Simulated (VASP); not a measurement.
# TaN (P3m1) in VASP: further runs, part 2 of 2

VASP 6.6.1. The steps go on from the part before.

### 3 Single point, r2SCAN (all N atoms moved +0.188 Å, as atom 2 along Cartesian [0 0 1])

File POSCAR:

```
TaN
1.0
    2.9379988584      0.0000000000      0.0000000000
   -1.4689994292      2.5443816477      0.0000000000
    0.0000000000      0.0000000000      2.8830000000
Ta N
1 1
Direct
    0.3333333333      0.6666666667      0.5000000000
    0.0000000000      0.0000000000      0.0650364204
```

File INCAR.step1:

```
ALGO = Normal
EDIFF = 1E-4
ENCUT = 520
GGA = PE
ISMEAR = 0
LASPH = True
LCHARG = False
LREAL = False
LWAVE = True
NBANDS = 15
NELM = 100
PREC = Accurate
SIGMA = 0.15
```

File INCAR.step2:

```
ALGO = Normal
EDIFF = 1E-6
ENCUT = 520
ISIF = 2
ISMEAR = 0
ISTART = 1
LASPH = True
LCHARG = False
LMIXTAU = True
LREAL = False
LWAVE = False
METAGGA = R2SCAN
NBANDS = 15
NELM = 100
PREC = Accurate
SIGMA = 0.15
```

File KPOINTS:

```
k-points
0
Gamma
  18 18 16
```

Potentials or basis: VASP PAW PBE potentials, release 64 (Ta_pv, N).

Started as:

```
> cat potpaw_PBE.64/Ta_pv/POTCAR potpaw_PBE.64/N/POTCAR > POTCAR
> cp INCAR.step1 INCAR
> mpirun -np 1 vasp_std > vasp.out
> cp INCAR.step2 INCAR
> mpirun -np 1 vasp_std > vasp.out
```

OUTCAR:

```text
EDIFF = 1E-6
   ENCUT = 520
   ISIF = 2
   ISMEAR = 0
   ISTART = 1
   LASPH = True
   LREAL = False
   METAGGA = R2SCAN
   NELM = 100
   PREC = Accurate

 ion  position               nearest neighbor table
   1  0.333  0.667  0.500-   2 2.11   2 2.11   2 2.11   2 2.35   2 2.35   2 2.35
   2  0.000  0.000  0.065-   1 2.11   1 2.11   1 2.11   1 2.35   1 2.35   1 2.35

  LATTYP: Found a hexagonal cell.
 ALAT       =     2.9379988584
 C/A-ratio  =     0.9812801635

  Lattice vectors:

 A1 = (   2.9379988584,   0.0000000000,   0.0000000000)
 A2 = (  -1.4689994292,   2.5443816477,   0.0000000000)
 A3 = (   0.0000000000,   0.0000000000,   2.8830000000)

Analysis of symmetry for initial positions (statically):
=====================================================================
 Subroutine PRICEL returns:
 Original cell was already a primitive cell.

 Routine SETGRP: Setting up the symmetry group for a
 hexagonal supercell.

 Subroutine GETGRP returns: Found  6 space group operations
 (whereof  6 operations were pure point group operations)
 out of a pool of 24 trial point group operations.

The static configuration has the point symmetry C_3v.

Analysis of symmetry for dynamics (positions and initial velocities):
=====================================================================
 Subroutine PRICEL returns:
 Original cell was already a primitive cell.

 Routine SETGRP: Setting up the symmetry group for a
 hexagonal supercell.

 Subroutine GETGRP returns: Found  6 space group operations
 (whereof  6 operations were pure point group operations)
 out of a pool of 24 trial point group operations.

The dynamic configuration has the point symmetry C_3v.

 Subroutine INISYM returns: Found  6 space group operations
 (whereof  6 operations are pure point group operations),
 and found     1 'primitive' translations

----------------------------------------------------------------------------------------

                                     Primitive cell

  volume of cell :      21.5516

  direct lattice vectors                    reciprocal lattice vectors
     2.937998858  0.000000000  0.000000000     0.340367729  0.196511400  0.000000000
    -1.468999429  2.544381648  0.000000000     0.000000000  0.393022800  0.000000000
     0.000000000  0.000000000  2.883000000     0.000000000  0.000000000  0.346860909

  length of vectors
     2.937998858  2.937998858  2.883000000     0.393022800  0.393022800  0.346860909

  position of ions in fractional coordinates (direct lattice)
     0.333333333  0.666666667  0.500000000
     0.000000000  0.000000000  0.065036420

  ion indices of the primitive-cell ions
   primitive index   ion index
                 1           1
                 2           2

----------------------------------------------------------------------------------------

 KPOINTS: k-points

Automatic generation of k-mesh.
 Grid dimensions read from file:
 generate k-points for:   18   18   16

 Generating k-lattice:

  Cartesian coordinates                     Fractional coordinates (reciprocal lattice)
     0.018909318  0.010917300  0.000000000     0.055555556 -0.000000000  0.000000000
     0.000000000  0.021834600  0.000000000     0.000000000  0.055555556  0.000000000
     0.000000000  0.000000000  0.021678807     0.000000000  0.000000000  0.062500000

[... 40 lines left out ...]
   total plane-waves  NPLWV =  13824
   dimension x,y,z NGX =    24 NGY =   24 NGZ =   24
   dimension x,y,z NGXF=    48 NGYF=   48 NGZF=   48
   ions per type =               1   1
   NGX,Y,Z   is equivalent  to a cutoff of  13.58, 13.58, 13.84 a.u.
   NGXF,Y,Z  is equivalent  to a cutoff of  27.16, 27.16, 27.68 a.u.
 SYSTEM =  unknown system
   PREC   = accura    normal or accurate (medium, high low for compatibility)
   ISTART =      1    job   : 0-new  1-cont  2-samecut
   ICHARG =      0    charge: 1-file 2-atom 10-const
   ISPIN  =      1    spin polarized calculation?
   LNONCOLLINEAR =      F non collinear calculations
   LSORBIT =      F    spin-orbit coupling
   LASPH  =      T    aspherical Exc in radial PAW
   ENCUT  =  520.0 eV  38.22 Ry    6.18 a.u.   5.46  5.46  5.36*2*pi/ulx,y,z
   NELM   =    100;   NELMIN=  2; NELMDL=  0     # of ELM steps
   EDIFF  = 0.1E-05   stopping-criterion for ELM
   LREAL  =      F    real-space projection
   EDIFFG = 0.1E-04   stopping-criterion for IOM
   NSW    =      0    number of steps for IOM
   IBRION =     -1    ionic relax: 0-MD 1-quasi-New 2-CG
   NFREE  =      0    steps in history (QN), initial steepest desc. (CG)
   ISIF   =      2    stress and relaxation
   ISYM   =      2    0-nonsym 1-usesym 2-fastsym
   POTIM  = 0.5000    time-step for ionic-motion
   TEBEG  =    0.0;   TEEND  =   0.0 temperature during run
   PSTRESS=    0.0 pullay stress
   NELECT =      16.0000    total number of electrons
   NUPDOWN=      -1.0000    fix difference up-down
   EMIN   =  10.00;   EMAX   =-10.00  energy-range for DOS
   EFERMI =   0.00;   METHOD = LEGACY
   ISMEAR =     0;   SIGMA  =   0.15  broadening in eV -4-tet -1-fermi 0-gaus
   EFERMI_NEDOS =   21; number of points for ismear=-14 and -15
   IALGO  =     38    algorithm
   IMIX   =      4    mixing-type and parameters
     AMIX     =   0.40;   BMIX     =  1.00
     AMIX_MAG =   1.60;   BMIX_MAG =  1.00
  volume/ion in A,a.u.               =      10.78        72.72
  Fermi-wavevector in a.u.,A,eV,Ry     =   1.482366  2.801265 29.897546  2.197408
  Thomas-Fermi vector in A             =   2.596161
   LORBIT       =      0    0 simple, 1 ext, 2 COOP (PROOUT), +10 PAW based schemes
   METAGGA = R2SCAN    functional components
   LHFCALC =     F    Hartree Fock is set to
   AEXX    =    0.0000 exact exchange contribution
   IVDW    =     0    specifies the selected vdW correction
   LEPSILON=     F    determine dielectric tensor
   LRPA    =     F    only Hartree local field effects (RPA)
 non-spin polarized calculation
 Gauss-broadening in eV      SIGMA  =   0.15
  energy-cutoff  :      520.00
  volume of cell :       21.55
 maximum number of plane-waves:       605
 NGX is ok and might be reduce to    24
   NGX = 11   NGY = 11   NGZ = 11

 number of electron      16.0000001 magnetization

 Free energy of the ion-electron system (eV)
  ---------------------------------------------------
  ext. energy  EPLUGINS =         0.00000000
  ---------------------------------------------------
  free energy    TOTEN  =       -60.13248922 eV

  energy without entropy =      -60.13180906  energy(sigma->0) =      -60.13214914

 E-fermi :   8.3862     XC(G=0): -14.3227

 val. band max:        8.3736793132   @ k =   0.0000   0.0000   0.4375
 cond. band min:       8.4186679998   @ k =   0.0556   0.0000   0.5000
 fundamental gap:      0.0449886866
 Fermi energy:         8.3862393230

 k-point     1 :       0.0000    0.0000    0.0000
  band No.  band energies     occupation
      1     -27.8716      2.00000
      2     -27.6109      2.00000
      3     -27.6109      2.00000
      4     -10.5847      2.00000
      5       2.8700      2.00000
      6       3.1396      2.00000
      7       3.1396      2.00000
      8       6.1932      2.00000
      9      10.6957      0.00000
     10      11.6473      0.00000
     11      11.6473      0.00000
     12      13.1260      0.00000
     13      13.1260      0.00000
     14      18.9737      0.00000
[... 401 lines left out ...]
      2     -27.9315      2.00000
      3     -27.7178      2.00000
      4      -8.3651      2.00000
      5      -0.1643      2.00000
      6       2.8471      2.00000
      7       3.7740      2.00000
      8       5.7309      2.00000
      9      10.5856      0.00000
     10      11.4371      0.00000
     11      12.6909      0.00000
     12      14.5850      0.00000
     13      17.8324      0.00000
     14      18.9726      0.00000
     15      21.3379      0.00000

 [... further k-points ...]

------------------------ aborting loop because EDIFF is reached ----------------------------------------

  FORCE on cell =-STRESS in cart. coord.  units (eV):
  Direction    XX          YY          ZZ          XY          YZ          ZX
  --------------------------------------------------------------------------------------
  -------------------------------------------------------------------------------------
  Total        1.0818237      1.0818237      1.4521351      0.0000000     -0.0000000      0.0000000
  in kB       80.4245367     80.4245367    107.9540857      0.0000000     -0.0000000      0.0000000
  external PRESSURE =      89.6010531 kB  Pullay stress =       0.0000000 kB

 VOLUME and BASIS-vectors are now :
 -----------------------------------------------------------------------------
  energy-cutoff  :      520.00
  volume of cell :       21.55
      direct lattice vectors                 reciprocal lattice vectors
     2.937998858  0.000000000  0.000000000     0.340367729  0.196511400  0.000000000
    -1.468999429  2.544381648  0.000000000     0.000000000  0.393022800  0.000000000
     0.000000000  0.000000000  2.883000000     0.000000000  0.000000000  0.346860909

 POSITION                                       TOTAL-FORCE (eV/Angst)
 -----------------------------------------------------------------------------------
     -0.00000      1.69625      1.44150         0.000000     -0.000000      2.917029
      0.00000      0.00000      0.18750        -0.000000      0.000000     -2.917029
 -----------------------------------------------------------------------------------
    total drift:                                0.000000     -0.000000      0.000203

  FREE ENERGIE OF THE ION-ELECTRON SYSTEM (eV)
  ---------------------------------------------------
  free  energy   TOTEN  =       -60.1324892155 eV

  energy  without entropy=      -60.1318090643  energy(sigma->0) =      -60.13214914
```

OUTCAR.step1:

```text
EDIFF = 1E-4
   ENCUT = 520
   GGA = PE
   ISMEAR = 0
   LASPH = True
[... 654 lines left out ...]
 -----------------------------------------------------------------------------------
     -0.00000      1.69625      1.44150        -0.000000     -0.000000      2.898198
      0.00000      0.00000      0.18750         0.000000      0.000000     -2.898198
 -----------------------------------------------------------------------------------
    total drift:                               -0.000000     -0.000000     -0.000159

  FREE ENERGIE OF THE ION-ELECTRON SYSTEM (eV)
  ---------------------------------------------------
  free  energy   TOTEN  =       -22.1776160156 eV

  energy  without entropy=      -22.1768300060  energy(sigma->0) =      -22.17722301
```

OSZICAR.step1:

```text
N       E                     dE             d eps       ncg     rms          rms(c)
DAV:   1     0.915154779199E+02    0.91515E+02   -0.85527E+03 15660   0.112E+03
DAV:   2    -0.219992629015E+02   -0.11351E+03   -0.10706E+03 18971   0.306E+02
DAV:   3    -0.247399246284E+02   -0.27407E+01   -0.27276E+01 17858   0.453E+01
DAV:   4    -0.247514630770E+02   -0.11538E-01   -0.11535E-01 20441   0.318E+00
DAV:   5    -0.247515363243E+02   -0.73247E-04   -0.73244E-04 18005   0.235E-01    0.245E+01
DAV:   6    -0.222637417962E+02    0.24878E+01   -0.41329E+00 20619   0.242E+01    0.103E+01
DAV:   7    -0.222047694439E+02    0.58972E-01   -0.56712E-01 17529   0.627E+00    0.723E+00
DAV:   8    -0.221852631368E+02    0.19506E-01   -0.14340E-01 19363   0.324E+00    0.158E+00
DAV:   9    -0.221776139740E+02    0.76492E-02   -0.15584E-02 17410   0.106E+00    0.204E-01
DAV:  10    -0.221776807023E+02   -0.66728E-04   -0.11693E-03 18873   0.383E-01    0.102E-01
DAV:  11    -0.221776160156E+02    0.64687E-04   -0.71849E-05 10425   0.968E-02
   1 F= -.22177616E+02 E0= -.22177223E+02  d E =-.786010E-03
```

Wall time 4.7 min (1 thread of Intel Xeon Platinum 8375C at 2.90GHz (Ice Lake), shared host); peak memory 0.29 GiB.

Results:

* Free energy: -60.1325 eV
* Pressure: 9.0 GPa
* Largest force: 2.917 eV/Å
* Band gap on the k mesh: zero (bands 8 and 9 overlap by 0.46 eV)

Forces on the atoms (eV/Å):
```
Ta   0.000  0.000  2.917
N    0.000  0.000 -2.917
```

Caveat: the cell differs from its parent crystal (all N atoms moved +0.188 Å, as atom 2 along Cartesian [0 0 1]); the cell stands under pressure; the PAW data sets were made with another functional, which shifts forces and pressure a little; spin-orbit coupling is left out, which moves the levels of the heavy elements.
